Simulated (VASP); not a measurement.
# Ti3C2 (P6_3/mmc) in VASP: a series of runs, part 2 of 2

VASP 6.6.1.

**5. Single point, PBEsol**

This run uses another cell than the first one, of 11.85 Å³/atom.

Input file INCAR:

```
SYSTEM = Ti3C2
PREC = Accurate
ENCUT = 520
EDIFF = 1E-6
ISMEAR = 0
SIGMA = 0.1
LREAL = .False.
LASPH = .True.
NELM = 100
ALGO = Fast
ISIF = 2
LWAVE = .False.
LCHARG = .False.
GGA = PS
NBANDS = 55
```

Input file KPOINTS:

```
regular mesh
0
Gamma
  12 12 4
  0 0 0
```

Input file POSCAR:

```
Ti3C2
1.0
    3.0302670137      0.0000000000      0.0000000000
   -1.5151335069      2.6242882141      0.0000000000
    0.0000000000      0.0000000000     14.9039430011
Ti C
6 4
Direct
    0.3333333333      0.6666666667      0.8430354639
    0.6666666667      0.3333333333      0.3430354639
    0.6666666667      0.3333333333      0.1569645361
    0.3333333333      0.6666666667      0.6569645361
    0.0000000000      0.0000000000      0.0000000000
    0.0000000000      0.0000000000      0.5000000000
    0.6666666667      0.3333333333      0.9141308426
    0.3333333333      0.6666666667      0.4141308426
    0.6666666667      0.3333333333      0.5858691574
    0.3333333333      0.6666666667      0.0858691574
```

Potentials or basis: VASP PAW PBE potentials, release 64 (Ti_sv, C).

Run with:

```console
$ cat potpaw_PBE.64/Ti_sv/POTCAR potpaw_PBE.64/C/POTCAR > POTCAR
$ mpirun -np 1 vasp_std > vasp.out
```

OUTCAR:

```text
SYSTEM = Ti3C2
   PREC = Accurate
   ENCUT = 520
   EDIFF = 1E-6
   ISMEAR = 0
   LREAL = .False.
   LASPH = .True.
   NELM = 100
   ISIF = 2
   GGA = PS

 ion  position               nearest neighbor table
   1  0.333  0.667  0.843-   7 2.05   7 2.05   7 2.05   4 2.77
   2  0.667  0.333  0.343-   8 2.05   8 2.05   8 2.05   3 2.77
   3  0.667  0.333  0.157-  10 2.05  10 2.05  10 2.05   2 2.77
   4  0.333  0.667  0.657-   9 2.05   9 2.05   9 2.05   1 2.77
   5  0.000  0.000  0.000-   7 2.17  10 2.17   7 2.17  10 2.17   7 2.17  10 2.17
   6  0.000  0.000  0.500-   8 2.17   9 2.17   9 2.17   8 2.17   9 2.17   8 2.17
[... 1618 lines left out ...]
  external PRESSURE =      21.8632609 kB  Pullay stress =       0.0000000 kB

 VOLUME and BASIS-vectors are now :
 -----------------------------------------------------------------------------
  energy-cutoff  :      520.00
  volume of cell :      118.52
      direct lattice vectors                 reciprocal lattice vectors
     3.030267014  0.000000000  0.000000000     0.330003922  0.190527853  0.000000000
    -1.515133507  2.624288214  0.000000000     0.000000000  0.381055707  0.000000000
     0.000000000  0.000000000 14.903943001     0.000000000  0.000000000  0.067096338

 POSITION                                       TOTAL-FORCE (eV/Angst)
 -----------------------------------------------------------------------------------
     -0.00000      1.74953     12.56455         0.000000      0.000000     -0.022240
      1.51513      0.87476      5.11258        -0.000000     -0.000000     -0.022240
      1.51513      0.87476      2.33939        -0.000000     -0.000000      0.022240
     -0.00000      1.74953      9.79136         0.000000      0.000000      0.022240
      0.00000      0.00000      0.00000        -0.000000      0.000000     -0.000000
      0.00000      0.00000      7.45197        -0.000000      0.000000     -0.000000
      1.51513      0.87476     13.62415        -0.000000      0.000000      0.006641
     -0.00000      1.74953      6.17218         0.000000      0.000000      0.006641
      1.51513      0.87476      8.73176         0.000000     -0.000000     -0.006641
     -0.00000      1.74953      1.27979        -0.000000     -0.000000     -0.006641
 -----------------------------------------------------------------------------------
    total drift:                                0.000000     -0.000000      0.000000

  FREE ENERGIE OF THE ION-ELECTRON SYSTEM (eV)
  ---------------------------------------------------
  free  energy   TOTEN  =       -96.2279005776 eV

  energy  without entropy=      -96.2165750526  energy(sigma->0) =      -96.22223782
```

OSZICAR:

```text
N       E                     dE             d eps       ncg     rms          rms(c)
DAV:   1     0.126651995331E+04    0.12665E+04   -0.42574E+04  6270   0.198E+03
DAV:   2     0.916217607570E+02   -0.11749E+04   -0.11450E+04  6270   0.615E+02
DAV:   3    -0.102625528283E+03   -0.19425E+03   -0.18936E+03  9340   0.211E+02
DAV:   4    -0.122834231540E+03   -0.20209E+02   -0.20093E+02  9188   0.653E+01
[... 41 lines left out ...]
RMM:  46    -0.962279260231E+02    0.10945E-04   -0.15938E-05  9751   0.181E-02    0.116E-01
RMM:  47    -0.962279172030E+02    0.88202E-05   -0.15328E-05  9638   0.231E-02    0.902E-02
RMM:  48    -0.962279053717E+02    0.11831E-04   -0.31269E-05 10435   0.339E-02    0.499E-02
RMM:  49    -0.962279009514E+02    0.44203E-05   -0.21554E-05 10485   0.262E-02    0.207E-02
RMM:  50    -0.962279005776E+02    0.37383E-06   -0.72166E-06  7811   0.140E-02
   1 F= -.96227901E+02 E0= -.96222238E+02  d E =-.113255E-01
```

Run time: 52 min. Hardware: 1 thread of AMD EPYC 9755, shared host; peak memory 0.38 GiB.

Results:

* Free energy: -96.2279 eV
* Pressure: 2.2 GPa
* Largest force: 0.022 eV/Å
* Band gap on the k mesh: zero (bands 44 and 45 overlap by 0.67 eV)

Forces on the atoms (eV/Å):
```
Ti   0.000  0.000 -0.022
Ti   0.000  0.000 -0.022
Ti   0.000  0.000  0.022
Ti   0.000  0.000  0.022
Ti   0.000  0.000  0.000
Ti   0.000  0.000  0.000
C    0.000  0.000  0.007
C    0.000  0.000  0.007
C    0.000  0.000 -0.007
C    0.000  0.000 -0.007
```

Stress tensor (GPa, compression positive):
```
2.22 0.00 0.00
0.00 2.22 0.00
0.00 0.00 2.12
```

Caveat: the PAW data sets were made with another functional, which shifts forces and pressure a little.

**6. Single point, PBEsol**

This run uses another cell than the first one, of 12.01 Å³/atom.

Input file INCAR:

```
SYSTEM = Ti3C2
PREC = Accurate
ENCUT = 520
EDIFF = 1E-6
ISMEAR = 0
SIGMA = 0.1
LREAL = .FALSE.
LASPH = .TRUE.
NELM = 80
ALGO = Fast
ISIF = 2
LWAVE = .FALSE.
LCHARG = .TRUE.
GGA = PS
LELF = .TRUE.
LVHAR = .TRUE.
NBANDS = 55
```

Input file KPOINTS:

```
regular mesh
0
G
  12 12 4
  0 0 0
```

Input file POSCAR:

```
Ti3C2
1.0
    3.0420899329      0.0000000000      0.0000000000
   -1.5210449665      2.6345271625      0.0000000000
    0.0000000000      0.0000000000     14.9846493705
Ti C
6 4
Direct
    0.3333333333      0.6666666667      0.8437914625
    0.6666666667      0.3333333333      0.3437914625
    0.6666666667      0.3333333333      0.1562085375
    0.3333333333      0.6666666667      0.6562085375
    0.0000000000      0.0000000000      0.0000000000
    0.0000000000      0.0000000000      0.5000000000
    0.6666666667      0.3333333333      0.9143810493
    0.3333333333      0.6666666667      0.4143810493
    0.6666666667      0.3333333333      0.5856189507
    0.3333333333      0.6666666667      0.0856189507
```

Potentials or basis: VASP PAW PBE potentials, release 64 (Ti_sv, C).

Run with:

```console
$ cat potpaw_PBE.64/Ti_sv/POTCAR potpaw_PBE.64/C/POTCAR > POTCAR
$ mpirun -np 1 vasp_std > vasp.out
```

Run time: 36 min. Hardware: 1 thread of AMD EPYC 9755, shared host; peak memory 0.38 GiB.

Results (log left out):

```
Free energy            : -96.2391 eV
Pressure               : 0.2 GPa
Largest force          : 0.026 eV/Å
Band gap on the k mesh : zero (bands 44 and 45 overlap by 0.65 eV)
```

Forces on the atoms (eV/Å):
```
Ti   0.000  0.000 -0.026
Ti   0.000  0.000 -0.026
Ti   0.000  0.000  0.026
Ti   0.000  0.000  0.026
Ti   0.000  0.000  0.000
Ti   0.000  0.000  0.000
C    0.000  0.000  0.006
C    0.000  0.000  0.006
C    0.000  0.000 -0.006
C    0.000  0.000 -0.006
```

Levels at points of the mesh, in eV from the Fermi level:
```csv
k point,band 40,band 41,band 42,band 43,band 44,band 45,band 46,band 47,band 48,band 49
"(0.00, 0.00, 0.00)",-1.82,-1.82,-1.74,0.18,0.33,0.33,0.48,0.48,0.48,1.26
"(0.50, 0.00, 0.00)",-2.02,-1.89,-1.78,-1.18,-1.16,0.30,0.58,1.85,2.08,2.15
"(0.00, 0.00, 0.50)",-1.87,-1.87,-1.87,0.33,0.33,0.40,0.40,0.40,0.40,1.39
"(0.50, 0.00, 0.50)",-1.96,-1.90,-1.90,-1.17,-1.17,0.43,0.43,2.00,2.00,2.26
```

Caveat: the PAW data sets were made with another functional, which shifts forces and pressure a little.

**7. Single point, PBEsol**

This run uses another cell than the first one, of 12.17 Å³/atom.

Input file INCAR:

```
SYSTEM = Ti3C2
PREC = Accurate
ENCUT = 520
EDIFF = 1E-6
ISMEAR = 0
SIGMA = 0.1
LREAL = .False.
LASPH = .True.
NELM = 100
ALGO = Fast
ISIF = 2
LWAVE = .False.
LCHARG = .True.
GGA = PS
LELF = .True.
LVHAR = .True.
NBANDS = 55
```

Input file KPOINTS:

```
Automatic mesh
0
Gamma
  12 12 4
  0 0 0
```

Input file POSCAR:

```
Ti3C2
1.0
    3.0541394302      0.0000000000      0.0000000000
   -1.5270697151      2.6449623333      0.0000000000
    0.0000000000      0.0000000000     15.0693346905
Ti C
6 4
Direct
    0.3333333333      0.6666666667      0.8445764115
    0.6666666667      0.3333333333      0.3445764115
    0.6666666667      0.3333333333      0.1554235885
    0.3333333333      0.6666666667      0.6554235885
    0.0000000000      0.0000000000      0.0000000000
    0.0000000000      0.0000000000      0.5000000000
    0.6666666667      0.3333333333      0.9146625191
    0.3333333333      0.6666666667      0.4146625191
    0.6666666667      0.3333333333      0.5853374809
    0.3333333333      0.6666666667      0.0853374809
```

Potentials or basis: VASP PAW PBE potentials, release 64 (Ti_sv, C).

Run with:

```console
$ cat potpaw_PBE.64/Ti_sv/POTCAR potpaw_PBE.64/C/POTCAR > POTCAR
$ mpirun -np 1 vasp_std > vasp.out
```

OUTCAR:

```text
SYSTEM = Ti3C2
   PREC = Accurate
   ENCUT = 520
   EDIFF = 1E-6
   ISMEAR = 0
   LREAL = .False.
   LASPH = .True.
   NELM = 100
   ISIF = 2
   GGA = PS

 ion  position               nearest neighbor table
   1  0.333  0.667  0.845-   7 2.06   7 2.06   7 2.06   4 2.85
   2  0.667  0.333  0.345-   8 2.06   8 2.06   8 2.06   3 2.85
   3  0.667  0.333  0.155-  10 2.06  10 2.06  10 2.06   2 2.85
   4  0.333  0.667  0.655-   9 2.06   9 2.06   9 2.06   1 2.85
   5  0.000  0.000  0.000-   7 2.18  10 2.18   7 2.18  10 2.18   7 2.18  10 2.18
   6  0.000  0.000  0.500-   8 2.18   9 2.18   9 2.18   8 2.18   9 2.18   8 2.18
   7  0.667  0.333  0.915-   1 2.06   1 2.06   1 2.06   5 2.18   5 2.18   5 2.18
   8  0.333  0.667  0.415-   2 2.06   2 2.06   2 2.06   6 2.18   6 2.18   6 2.18
   9  0.667  0.333  0.585-   4 2.06   4 2.06   4 2.06   6 2.18   6 2.18   6 2.18
  10  0.333  0.667  0.085-   3 2.06   3 2.06   3 2.06   5 2.18   5 2.18   5 2.18

  LATTYP: Found a hexagonal cell.
 ALAT       =     3.0541394302
 C/A-ratio  =     4.9340690021

  Lattice vectors:

 A1 = (   3.0541394302,   0.0000000000,   0.0000000000)
 A2 = (  -1.5270697151,   2.6449623333,   0.0000000000)
 A3 = (   0.0000000000,   0.0000000000,  15.0693346905)
[... 200 lines left out ...]
 Fermi energy:         8.6688179767

 k-point     1 :       0.0000    0.0000    0.0000
  band No.  band energies     occupation
      1     -48.0558      2.00000
      2     -48.0469      2.00000
      3     -48.0305      2.00000
      4     -48.0203      2.00000
      5     -47.8267      2.00000
      6     -47.8254      2.00000
[... 1381 lines left out ...]
     54      10.9524      0.00000
     55      11.2234      0.00000

 [... further k-points ...]
[... 5 lines left out ...]
  --------------------------------------------------------------------------------------
  -------------------------------------------------------------------------------------
  Total       -1.3673730     -1.3673730     -1.3529885     -0.0000000      0.0000000      0.0000000
  in kB      -17.9967936    -17.9967936    -17.8074708     -0.0000000      0.0000000      0.0000000
  external PRESSURE =     -17.9336860 kB  Pullay stress =       0.0000000 kB

 VOLUME and BASIS-vectors are now :
 -----------------------------------------------------------------------------
  energy-cutoff  :      520.00
  volume of cell :      121.73
      direct lattice vectors                 reciprocal lattice vectors
     3.054139430  0.000000000  0.000000000     0.327424475  0.189038609  0.000000000
    -1.527069715  2.644962333  0.000000000     0.000000000  0.378077218  0.000000000
     0.000000000  0.000000000 15.069334690     0.000000000  0.000000000  0.066359930

 POSITION                                       TOTAL-FORCE (eV/Angst)
 -----------------------------------------------------------------------------------
     -0.00000      1.76331     12.72720         0.000000      0.000000     -0.021572
      1.52707      0.88165      5.19254        -0.000000     -0.000000     -0.021572
      1.52707      0.88165      2.34213        -0.000000     -0.000000      0.021572
     -0.00000      1.76331      9.87680         0.000000      0.000000      0.021572
      0.00000      0.00000      0.00000        -0.000000      0.000000      0.000000
      0.00000      0.00000      7.53467        -0.000000      0.000000      0.000000
      1.52707      0.88165     13.78336        -0.000000      0.000000     -0.000846
     -0.00000      1.76331      6.24869         0.000000      0.000000     -0.000846
      1.52707      0.88165      8.82065        -0.000000     -0.000000      0.000846
     -0.00000      1.76331      1.28598         0.000000     -0.000000      0.000846
 -----------------------------------------------------------------------------------
    total drift:                               -0.000000      0.000000     -0.000000

  FREE ENERGIE OF THE ION-ELECTRON SYSTEM (eV)
  ---------------------------------------------------
  free  energy   TOTEN  =       -96.2303544753 eV

  energy  without entropy=      -96.2181507145  energy(sigma->0) =      -96.22425259
```

OSZICAR:

```text
N       E                     dE             d eps       ncg     rms          rms(c)
DAV:   1     0.126238726076E+04    0.12624E+04   -0.42733E+04  6270   0.196E+03
DAV:   2     0.890493805026E+02   -0.11733E+04   -0.11435E+04  6270   0.613E+02
DAV:   3    -0.102653183066E+03   -0.19170E+03   -0.18694E+03  9290   0.210E+02
[... 34 lines left out ...]
RMM:  38    -0.962303505795E+02   -0.16302E-05   -0.19479E-05  7595   0.155E-02    0.262E-03
RMM:  39    -0.962303518596E+02   -0.12801E-05   -0.16226E-05  7619   0.142E-02    0.285E-03
RMM:  40    -0.962303529791E+02   -0.11195E-05   -0.14021E-05  8046   0.136E-02    0.384E-03
RMM:  41    -0.962303537568E+02   -0.77778E-06   -0.11253E-05  7185   0.118E-02    0.350E-03
RMM:  42    -0.962303544753E+02   -0.71842E-06   -0.93488E-06  7134   0.108E-02
   1 F= -.96230354E+02 E0= -.96224253E+02  d E =-.122038E-01
```

It took 39 min on 1 thread of AMD EPYC 9755, shared host; peak memory 0.38 GiB.

Results:

```
Free energy            : -96.2304 eV
Pressure               : -1.8 GPa
Largest force          : 0.022 eV/Å
Band gap on the k mesh : zero (bands 44 and 45 overlap by 0.63 eV)
```

Forces in eV/Å, atoms in the order of the input:
```
Ti   0.000  0.000 -0.022
Ti   0.000  0.000 -0.022
Ti   0.000  0.000  0.022
Ti   0.000  0.000  0.022
Ti   0.000  0.000  0.000
Ti   0.000  0.000  0.000
C    0.000  0.000 -0.001
C    0.000  0.000 -0.001
C    0.000  0.000  0.001
C    0.000  0.000  0.001
```

Levels at points of the mesh, in eV from the Fermi level:
```
           k point  band 40  band 41  band 42  band 43  band 44  band 45  band 46  band 47  band 48  band 49
(0.00, 0.00, 0.00)    -1.82    -1.82    -1.72     0.22     0.33     0.33     0.46     0.46     0.49     1.26
(0.50, 0.00, 0.00)    -1.98    -1.89    -1.76    -1.13    -1.11     0.31     0.59     1.84     2.08     2.14
(0.00, 0.00, 0.50)    -1.87    -1.86    -1.86     0.35     0.35     0.39     0.39     0.39     0.39     1.39
(0.50, 0.00, 0.50)    -1.96    -1.87    -1.87    -1.12    -1.12     0.45     0.45     1.98     1.98     2.17
```

Caveat: the PAW data sets were made with another functional, which shifts forces and pressure a little.

**8. Overview**

```tsv
cell	gap on the mesh (eV)	pressure (GPa)	largest force (eV/Å)
a = 3.092, b = 3.092, c = 15.376 Å, angles 90.0, 90.0, 120.0°, 10 atoms, atomic positions A	none	-7.3	0.02
a = 3.121, b = 3.121, c = 15.661 Å, angles 90.0, 90.0, 120.0°, 10 atoms, atomic positions B	none	-10.7	0.02
a = 3.030, b = 3.030, c = 14.904 Å, angles 90.0, 90.0, 120.0°, 10 atoms, atomic positions C	none	2.2	0.02
a = 3.042, b = 3.042, c = 14.985 Å, angles 90.0, 90.0, 120.0°, 10 atoms, atomic positions D	none	0.2	0.03
a = 3.054, b = 3.054, c = 15.069 Å, angles 90.0, 90.0, 120.0°, 10 atoms, atomic positions E	none	-1.8	0.02
```

Alike in all rows: task single point; level PBEsol; potentials or basis VASP PAW PBE potentials, release 64 (Ti_sv, C); no spin polarisation; k mesh 12 × 12 × 4; cutoff (eV) 520; smearing gaussian 0.1 eV.

Caveats: the PAW data sets were made with another functional, which shifts forces and pressure a little; the cell stands under tension (at least some runs).

Absolute energies hang on the potentials; compare differences alone.
